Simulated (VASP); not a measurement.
# ZrH (P4_2/mmc) in VASP: a series of runs, part 2 of 2

VASP 6.6.1. The steps go on from the part before.

## Step 4: Single point, PBEsol (biaxial strain in the a-b plane: +3.0 %, then relaxed in part)

The input, INCAR:

```
  ALGO = Fast
  EDIFF = 1E-6
  ENCUT = 520
  GGA = PS
  ISIF = 2
  ISMEAR = 0
  LASPH = T
  LCHARG = F
  LREAL = F
  LWAVE = F
  NBANDS = 21
  NELM = 60
  PREC = Accurate
  SIGMA = 0.1
```

The input, KPOINTS:

```
k-points
0
Gamma
  16 16 10
```

The input, POSCAR:

```
ZrH
1.0
    3.2859846151      0.0000000000      0.0000000000
    0.0000000000      3.2859846151      0.0000000000
    0.0000000000      0.0000000000      4.8269507383
Zr H
2 2
Direct
    0.0000000000      0.5000000000      0.0000000000
    0.5000000000      0.0000000000      0.5000000000
    0.0000000000      0.0000000000      0.7500000000
    0.0000000000      0.0000000000      0.2500000000
```

Potentials or basis: VASP PAW PBE potentials, release 64 (Zr_sv, H).

Command:

```
> cat potpaw_PBE.64/Zr_sv/POTCAR potpaw_PBE.64/H/POTCAR > POTCAR
> mpirun -np 1 vasp_std > vasp.out
```

OUTCAR:

```text
EDIFF = 1E-6
   ENCUT = 520
   GGA = PS
   ISIF = 2
   ISMEAR = 0
   LASPH = T
   LREAL = F
   NELM = 60
   PREC = Accurate

 ion  position               nearest neighbor table
   1  0.000  0.500  0.000-   3 2.04   4 2.04   3 2.04   4 2.04   2 3.35   2 3.35   2 3.35   2 3.35
                             2 3.35   2 3.35   2 3.35   2 3.35
   2  0.500  0.000  0.500-   3 2.04   4 2.04   3 2.04   4 2.04   1 3.35   1 3.35   1 3.35   1 3.35
                             1 3.35   1 3.35   1 3.35   1 3.35
   3  0.000  0.000  0.750-   1 2.04   2 2.04   1 2.04   2 2.04
   4  0.000  0.000  0.250-   1 2.04   2 2.04   1 2.04   2 2.04

  LATTYP: Found a simple tetragonal cell.
 ALAT       =     3.2859846151
 C/A-ratio  =     1.4689511071

  Lattice vectors:

 A1 = (   3.2859846151,   0.0000000000,   0.0000000000)
 A2 = (   0.0000000000,   3.2859846151,   0.0000000000)
 A3 = (   0.0000000000,   0.0000000000,   4.8269507383)

Analysis of symmetry for initial positions (statically):
=====================================================================
 Subroutine PRICEL returns:
 Original cell was already a primitive cell.

 Routine SETGRP: Setting up the symmetry group for a
 simple tetragonal supercell.

 Subroutine GETGRP returns: Found 16 space group operations
 (whereof  8 operations were pure point group operations)
 out of a pool of 16 trial point group operations.

The static configuration has the point symmetry D_2h.
 The point group associated with its full space group is D_4h.

Analysis of symmetry for dynamics (positions and initial velocities):
=====================================================================
 Subroutine PRICEL returns:
 Original cell was already a primitive cell.

 Routine SETGRP: Setting up the symmetry group for a
 simple tetragonal supercell.

 Subroutine GETGRP returns: Found 16 space group operations
 (whereof  8 operations were pure point group operations)
 out of a pool of 16 trial point group operations.

The dynamic configuration has the point symmetry D_2h.
 The point group associated with its full space group is D_4h.

 Subroutine INISYM returns: Found 16 space group operations
 (whereof  8 operations are pure point group operations),
 and found     1 'primitive' translations

----------------------------------------------------------------------------------------

                                     Primitive cell

  volume of cell :      52.1199

  direct lattice vectors                    reciprocal lattice vectors
     3.285984615  0.000000000  0.000000000     0.304322788  0.000000000  0.000000000
     0.000000000  3.285984615  0.000000000     0.000000000  0.304322788  0.000000000
     0.000000000  0.000000000  4.826950738     0.000000000  0.000000000  0.207170128

  length of vectors
     3.285984615  3.285984615  4.826950738     0.304322788  0.304322788  0.207170128

  position of ions in fractional coordinates (direct lattice)
     0.000000000  0.500000000  0.000000000
     0.500000000  0.000000000  0.500000000
     0.000000000  0.000000000  0.750000000
     0.000000000  0.000000000  0.250000000

  ion indices of the primitive-cell ions
   primitive index   ion index
                 1           1
[... 27 lines left out ...]

 Found    270 irreducible k-points:

 Following reciprocal coordinates:
            Coordinates               Weight
  0.000000  0.000000  0.000000      1.000000
  0.062500  0.000000  0.000000      4.000000
  0.125000  0.000000  0.000000      4.000000
  0.187500  0.000000  0.000000      4.000000
  0.250000  0.000000  0.000000      4.000000
  0.312500  0.000000  0.000000      4.000000
[... 16 lines left out ...]
  0.437500  0.125000  0.000000      8.000000
  0.500000  0.125000  0.000000      4.000000
 [... further k-points ...]
   k-points           NKPTS =    270   k-points in BZ     NKDIM =    270   number of bands    NBANDS=     21
   number of dos      NEDOS =    301   number of ions     NIONS =      4
   total plane-waves  NPLWV =  20736
   dimension x,y,z NGX =    24 NGY =   24 NGZ =   36
   dimension x,y,z NGXF=    48 NGYF=   48 NGZF=   72
   ions per type =               2   2
   NGX,Y,Z   is equivalent  to a cutoff of  12.14, 12.14, 12.40 a.u.
   NGXF,Y,Z  is equivalent  to a cutoff of  24.28, 24.28, 24.80 a.u.
 SYSTEM =  unknown system
   PREC   = accura    normal or accurate (medium, high low for compatibility)
   ISTART =      0    job   : 0-new  1-cont  2-samecut
   ICHARG =      2    charge: 1-file 2-atom 10-const
   ISPIN  =      1    spin polarized calculation?
   LNONCOLLINEAR =      F non collinear calculations
   LSORBIT =      F    spin-orbit coupling
   LASPH  =      T    aspherical Exc in radial PAW
   ENCUT  =  520.0 eV  38.22 Ry    6.18 a.u.   6.11  6.11  8.97*2*pi/ulx,y,z
   NELM   =     60;   NELMIN=  2; NELMDL= -5     # of ELM steps
   EDIFF  = 0.1E-05   stopping-criterion for ELM
   LREAL  =      F    real-space projection
   EDIFFG = 0.1E-04   stopping-criterion for IOM
   NSW    =      0    number of steps for IOM
   IBRION =     -1    ionic relax: 0-MD 1-quasi-New 2-CG
   NFREE  =      0    steps in history (QN), initial steepest desc. (CG)
   ISIF   =      2    stress and relaxation
   ISYM   =      2    0-nonsym 1-usesym 2-fastsym
   POTIM  = 0.5000    time-step for ionic-motion
   TEBEG  =    0.0;   TEEND  =   0.0 temperature during run
   PSTRESS=    0.0 pullay stress
   NELECT =      26.0000    total number of electrons
   NUPDOWN=      -1.0000    fix difference up-down
   EMIN   =  10.00;   EMAX   =-10.00  energy-range for DOS
   EFERMI =   0.00;   METHOD = LEGACY
   ISMEAR =     0;   SIGMA  =   0.10  broadening in eV -4-tet -1-fermi 0-gaus
   EFERMI_NEDOS =   21; number of points for ismear=-14 and -15
   IALGO  =     68    algorithm
   IMIX   =      4    mixing-type and parameters
     AMIX     =   0.40;   BMIX     =  1.00
     AMIX_MAG =   1.60;   BMIX_MAG =  1.00
  volume/ion in A,a.u.               =      13.03        87.93
  Fermi-wavevector in a.u.,A,eV,Ry     =   1.298369  2.453561 22.936168  1.685761
  Thomas-Fermi vector in A             =   2.429701
   LORBIT       =      0    0 simple, 1 ext, 2 COOP (PROOUT), +10 PAW based schemes
   GGA     = PS    functional components
   LHFCALC =     F    Hartree Fock is set to
   AEXX    =    0.0000 exact exchange contribution
   IVDW    =     0    specifies the selected vdW correction
   LEPSILON=     F    determine dielectric tensor
   LRPA    =     F    only Hartree local field effects (RPA)
 non-spin polarized calculation
 RMM-DIIS sequential band-by-band and
 Gauss-broadening in eV      SIGMA  =   0.10
  energy-cutoff  :      520.00
  volume of cell :       52.12
 maximum number of plane-waves:      1436
   NGX = 13   NGY = 13   NGZ = 17

 number of electron      25.9999996 magnetization

 Free energy of the ion-electron system (eV)
  ---------------------------------------------------
  ext. energy  EPLUGINS =         0.00000000
  ---------------------------------------------------
  free energy    TOTEN  =       -26.62793423 eV

  energy without entropy =      -26.61724829  energy(sigma->0) =      -26.62259126

 E-fermi :   8.1556     XC(G=0): -11.1545

 val. band max:        8.1531585211   @ k =   0.3125   0.3125   0.3000
 cond. band min:       8.1632552925   @ k =   0.1250   0.1250   0.2000
 fundamental gap:      0.0100967714
 Fermi energy:         8.1555874865

 k-point     1 :       0.0000    0.0000    0.0000
  band No.  band energies     occupation
      1     -40.7328      2.00000
      2     -40.6158      2.00000
      3     -19.1253      2.00000
      4     -18.6748      2.00000
      5     -18.6748      2.00000
      6     -18.4137      2.00000
[... 565 lines left out ...]
     20      13.4657      0.00000
     21      16.0455      0.00000

 [... further k-points ...]

------------------------ aborting loop because EDIFF is reached ----------------------------------------

  FORCE on cell =-STRESS in cart. coord.  units (eV):
  Direction    XX          YY          ZZ          XY          YZ          ZX
  --------------------------------------------------------------------------------------
  -------------------------------------------------------------------------------------
  Total       -1.2012581     -1.2012581      0.0075914     -0.0000000      0.0000000      0.0000000
  in kB      -36.9269109    -36.9269109      0.2333597     -0.0000000      0.0000000      0.0000000
  external PRESSURE =     -24.5401540 kB  Pullay stress =       0.0000000 kB

 VOLUME and BASIS-vectors are now :
 -----------------------------------------------------------------------------
  energy-cutoff  :      520.00
  volume of cell :       52.12
      direct lattice vectors                 reciprocal lattice vectors
     3.285984615  0.000000000  0.000000000     0.304322788  0.000000000  0.000000000
     0.000000000  3.285984615  0.000000000     0.000000000  0.304322788  0.000000000
     0.000000000  0.000000000  4.826950738     0.000000000  0.000000000  0.207170128

 POSITION                                       TOTAL-FORCE (eV/Angst)
 -----------------------------------------------------------------------------------
      0.00000      1.64299      0.00000         0.000000      0.000000      0.000000
      1.64299      0.00000      2.41348         0.000000      0.000000      0.000000
      0.00000      0.00000      3.62021         0.000000      0.000000     -0.000000
      0.00000      0.00000      1.20674         0.000000      0.000000     -0.000000
 -----------------------------------------------------------------------------------
    total drift:                                0.000000      0.000000     -0.000000

  FREE ENERGIE OF THE ION-ELECTRON SYSTEM (eV)
  ---------------------------------------------------
  free  energy   TOTEN  =       -26.6279342277 eV

  energy  without entropy=      -26.6172482900  energy(sigma->0) =      -26.62259126
```

stdout:

```text
POSCAR found type information on POSCAR ZrH
 POSCAR found :  2 types and       4 ions
 scaLAPACK will be used
 -----------------------------------------------------------------------------
|                                                                             |
|                                                                             |
|     You enforced a specific xc type in the INCAR file but a different       |
[... 25 lines left out ...]
WARNING in EDDRMM: call to ZHEGV failed, returncode =   8  4      3
WARNING in EDDRMM: call to ZHEGV failed, returncode =   6  3     10
WARNING in EDDRMM: call to ZHEGV failed, returncode =   6  3      3
WARNING in EDDRMM: call to ZHEGV failed, returncode =   6  3     10
WARNING in EDDRMM: call to ZHEGV failed, returncode =   6  3     13
WARNING in EDDRMM: call to ZHEGV failed, returncode =   8  4      3
WARNING in EDDRMM: call to ZHEGV failed, returncode =   6  3     17
```

Run time: 4.1 min. Hardware: 1 thread of Oxide Virtual Turin-like, shared host; peak memory 0.32 GiB.

Results:

* Free energy: -26.6279 eV
* Pressure: -2.5 GPa
* Band gap on the k mesh: zero (bands 13 and 14 overlap by 1.11 eV)

Stress tensor (GPa, compression positive):
```
-3.69  0.00  0.00
 0.00 -3.69  0.00
 0.00  0.00  0.02
```

Levels at points of the mesh, in eV from the Fermi level:
| k point | band 11 | band 12 | band 13 | band 14 | band 15 | band 16 |
| --- | --- | --- | --- | --- | --- | --- |
| (0.00, 0.00, 0.00) | -3.06 | -3.01 | 0.18 | 0.46 | 0.46 | 2.54 |
| (0.50, 0.00, 0.00) | -2.06 | -0.67 | -0.65 | -0.29 | 1.51 | 1.77 |
| (0.50, 0.50, 0.00) | -2.98 | -2.98 | -1.91 | 2.60 | 4.17 | 4.37 |
| (0.00, 0.00, 0.50) | -1.75 | -1.75 | 0.19 | 0.19 | 1.56 | 1.56 |
| (0.50, 0.00, 0.50) | -2.80 | -0.05 | 0.29 | 0.38 | 0.48 | 0.82 |
| (0.50, 0.50, 0.50) | -1.93 | -1.93 | -0.39 | -0.39 | 1.64 | 1.64 |

Caveat: the cell differs from its parent crystal (biaxial strain in the a-b plane: +3.0 %, then relaxed in part); the PAW data sets were made with another functional, which shifts forces and pressure a little.

## Step 5: Single point, PBEsol (biaxial strain in the a-b plane: +3.0 %)

The input, INCAR:

```
  ALGO = Fast
  EDIFF = 1E-6
  ENCUT = 520
  GGA = PS
  ISIF = 2
  ISMEAR = 0
  LASPH = True
  LCHARG = False
  LREAL = False
  LWAVE = False
  NBANDS = 21
  NELM = 60
  PREC = Accurate
  SIGMA = 0.1
```

KPOINTS is that of step 4.

Edit POSCAR of step 4 so:

```diff
@@ -4,3 +4,3 @@
     0.0000000000      3.2859846151      0.0000000000
-    0.0000000000      0.0000000000      4.8269507383
+    0.0000000000      0.0000000000      4.9006781518
 Zr H
```

Command:

```
> cat potpaw_PBE.64/Zr_sv/POTCAR potpaw_PBE.64/H/POTCAR > POTCAR
> mpirun -np 1 vasp_std > vasp.out
```

It took 7 min on 1 thread of Oxide Virtual Turin-like, shared host; peak memory 0.32 GiB.

The run converged. Its results:

```
Free energy            : -26.6228 eV
Pressure               : -4.2 GPa
Band gap on the k mesh : zero (bands 13 and 14 overlap by 1.06 eV)
```

Stress tensor (GPa, compression positive):
```
-5.14  0.00  0.00
 0.00 -5.14  0.00
 0.00  0.00 -2.40
```

Levels at points of the mesh, in eV from the Fermi level:
| k point | band 10 | band 11 | band 12 | band 13 | band 14 | band 15 | band 16 | band 17 |
| --- | --- | --- | --- | --- | --- | --- | --- | --- |
| (0.00, 0.00, 0.00) | -3.41 | -2.99 | -2.92 | 0.13 | 0.53 | 0.53 | 2.40 | 3.10 |
| (0.50, 0.00, 0.00) | -5.33 | -2.02 | -0.68 | -0.63 | -0.27 | 1.55 | 1.80 | 2.09 |
| (0.50, 0.50, 0.00) | -4.04 | -2.91 | -2.91 | -1.86 | 2.62 | 4.02 | 4.28 | 4.28 |
| (0.00, 0.00, 0.50) | -6.70 | -1.72 | -1.72 | 0.13 | 0.13 | 1.61 | 1.61 | 2.22 |
| (0.50, 0.00, 0.50) | -4.07 | -2.76 | -0.09 | 0.33 | 0.39 | 0.46 | 0.91 | 3.96 |
| (0.50, 0.50, 0.50) | -5.45 | -1.91 | -1.91 | -0.36 | -0.36 | 1.59 | 1.59 | 4.84 |

Caveat: the cell differs from its parent crystal (biaxial strain in the a-b plane: +3.0 %); the cell stands under tension; the PAW data sets were made with another functional, which shifts forces and pressure a little.

## Step 6: Overview

```csv
cell,gap on the mesh (eV),pressure (GPa)
"a = 3.254, b = 3.254, c = 4.885 Å, 4 atoms",none,-1.7
"a = 3.254, b = 3.254, c = 4.931 Å, 4 atoms",none,-2.9
"a = 3.286, b = 3.286, c = 4.827 Å, 4 atoms",none,-2.5
"a = 3.286, b = 3.286, c = 4.901 Å, 4 atoms",none,-4.2
```

Alike in all rows: task single point; level PBEsol; potentials or basis VASP PAW PBE potentials, release 64 (Zr_sv, H); no spin polarisation; k mesh 16 × 16 × 10; cutoff (eV) 520; smearing gaussian 0.1 eV.

Caveats: the PAW data sets were made with another functional, which shifts forces and pressure a little; the cell stands under tension (at least some runs).

Absolute energies hang on the potentials; compare differences alone.
